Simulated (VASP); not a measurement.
Input of a VASP 6.6.1 run:

File INCAR:

```
SYSTEM = CdBr
PREC = Accurate
ENCUT = 520
EDIFF = 1E-6
ISMEAR = -1
SIGMA = 0.05
LREAL = .FALSE.
LASPH = .TRUE.
NELM = 80
ALGO = Normal
ISIF = 2
LWAVE = .FALSE.
LCHARG = .FALSE.
GGA = PE
NBANDS = 16
```

The input KPOINTS:

```
Automatic mesh
0
G
  8 8 6
  0 0 0
```

POSCAR

```
CdBr
1.0
    3.4291935747      0.0000000000      0.0000000000
    0.0000000000      3.4291935747      0.0000000000
    0.0000000000      0.0000000000      4.9387128006
Cd Br
1 1
Direct
    0.0000000000      0.0000000000      0.0000000000
    0.5000000000      0.5000000000      0.5000000000
```

Potentials or basis: VASP PAW PBE potentials, release 64 (Cd, Br).

Launch:

```bash
$ cat potpaw_PBE.64/Cd/POTCAR potpaw_PBE.64/Br/POTCAR > POTCAR
$ mpirun -np 1 vasp_std > vasp.out
```

Task: Predict the band gap on the k mesh.

Result: Zero (an odd number of electrons rules out a gap without spin polarisation).

Task: Estimate the pressure.

Result: -1.4 GPa.

Stress tensor (GPa, compression positive):
```
 1.62  0.00  0.00
 0.00  1.62  0.00
 0.00  0.00 -7.38
```

Caveat: an odd number of electrons without spin polarisation forces a metal; a magnetic or distorted state may lie lower.
